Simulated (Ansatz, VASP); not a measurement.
One calculation of C, two programs

Contents of INCAR:

```
SYSTEM = C
PREC     = Accurate       ! precision mode
ENCUT    = 520            ! plane-wave cutoff, eV
EDIFF    = 1E-8           ! SCF threshold, eV
ISMEAR   = -1             ! smearing method
SIGMA    = 0.08           ! smearing width, eV
LREAL    = .FALSE.        ! projectors in reciprocal space
LASPH    = .TRUE.         ! aspherical terms in the spheres
NELM     = 80             ! most SCF steps
ALGO     = Normal         ! electronic algorithm
ISIF     = 2              ! what is computed and relaxed
LWAVE    = .FALSE.        ! write WAVECAR
LCHARG   = .FALSE.        ! write CHGCAR
LEFG     = .TRUE.       
NBANDS   = 11             ! bands
```

KPOINTS

```
regular mesh
0
G
  20 20 20
  0 0 0
```

The input POSCAR:

```
C
1.0
    0.0000000000      1.8126412627      1.8126412627
    1.8126412627      0.0000000000      1.8126412627
    1.8126412627      1.8126412627      0.0000000000
C
2
Direct
    0.5000000000      0.5000000000      0.5000000000
    0.7500000000      0.7500000000      0.7500000000
```

Input for Ansatz:

```yaml
crystal:
  lattice:
    - [0.0, 1.8126412627, 1.8126412627]
    - [1.8126412627, 0.0, 1.8126412627]
    - [1.8126412627, 1.8126412627, 0.0]
  atoms:
    - { symbol: C, position: [0.5, 0.5, 0.5] }
    - { symbol: C, position: [0.75, 0.75, 0.75] }
kpoints:
  mp_grid: { grid: [20, 20, 20] }
scf:
  occupations: { method: fermi_dirac, width: 0.08 }
hamiltonian:
  xc: lda
  pseudopotentials: { kind: all_electron, datasets: crystal }
output:
  forces: true
  stress: true
  eigenvalues: true
  efg: { contact_densities: true }
```

Change from the starting cell: volume scaled by 1.05, crystal datasets.

Alike in both runs: task electric field gradients; functional LDA; k mesh 20 × 20 × 20; occupations fermi-dirac, width 0.08 eV; no spin polarisation.

```csv
,VASP,Ansatz
version,VASP 6.6.1,Ansatz 0.2.0
potentials or method,"VASP PAW LDA potentials, release 64 (C), cutoff 520 eV","all-electron PAW with datasets made for the crystal, scalar-relativistic"
```

Ansatz gave:

| Property | Result |
| --- | --- |
| gap on the k mesh at the Fermi level (eV) | 3.99 |
| pressure (GPa) | -31.6 |

**Question.** What did VASP give for the same quantities?

**Answer.** gap on the k mesh at the Fermi level (eV): 3.98; pressure (GPa): -30.5.

LDA's correlation is that of Perdew and Zunger in VASP and of Perdew and Wang (1992) in Ansatz. Both programs put the cell under strong tension, so it lies far from rest at this level. Ansatz ran all-electron here, and VASP with PAW potentials.

Noted on VASP's run: the cell as given lies far from equilibrium.
